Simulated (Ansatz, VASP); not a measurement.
**One calculation of Cu, two programs**

File INCAR:

```
PREC = Accurate ; ENCUT = 520
EDIFF = 1E-6 ; ISMEAR = -1
SIGMA = 0.08 ; LREAL = False
LASPH = True ; NELM = 60
ALGO = Normal ; ISIF = 2
LWAVE = False ; LCHARG = False
NBANDS = 12
```

KPOINTS

```
Automatic mesh
0
Gamma
  19 19 19
```

File POSCAR:

```
Cu
1.0
   -1.3244085997      1.3244085997      1.3244085997
    1.3244085997     -1.3244085997      1.3244085997
    1.3244085997      1.3244085997     -1.3244085997
Cu
1
Direct
    0.0000000000      0.0000000000      0.0000000000
```

Input for Ansatz:

```yaml
crystal:
  lattice:
    - [-1.3244085997, 1.3244085997, 1.3244085997]
    - [1.3244085997, -1.3244085997, 1.3244085997]
    - [1.3244085997, 1.3244085997, -1.3244085997]
  atoms:
    - { symbol: Cu, position: [0.0, 0.0, 0.0] }
kpoints:
  mp_grid: { grid: [19, 19, 19] }
scf:
  occupations: { method: fermi_dirac, width: 0.08 }
hamiltonian:
  xc: lda
  pseudopotentials: { kind: paw }
output:
  forces: true
  stress: true
  eigenvalues: true
  populations: true
```

Change from the starting cell: volume scaled by 0.85, PAW files.

Alike in both runs: task single point; functional LDA; k mesh 19 × 19 × 19; occupations fermi-dirac, width 0.08 eV; no spin polarisation.

```csv
,VASP,Ansatz
version,VASP 6.6.1,Ansatz 0.2.0
potentials or method,"VASP PAW LDA potentials, release 64 (Cu)","PAW with Ansatz's default frozen-core files, scalar-relativistic"
plane-wave cutoff (eV),520,420
valence electrons in the cell,11,19
```

VASP gave:

* pressure (GPa): 46.3

**Question.** What did Ansatz give for the same quantities?

**Answer.** Pressure (GPa): 45.4.

LDA's correlation is that of Perdew and Zunger in VASP and of Perdew and Wang (1992) in Ansatz. Both programs put the cell under a high pressure, so it lies far from rest at this level. VASP's potentials hold 11 valence electrons a cell and Ansatz's 19, so a difference there can come from the potentials and not from the codes.
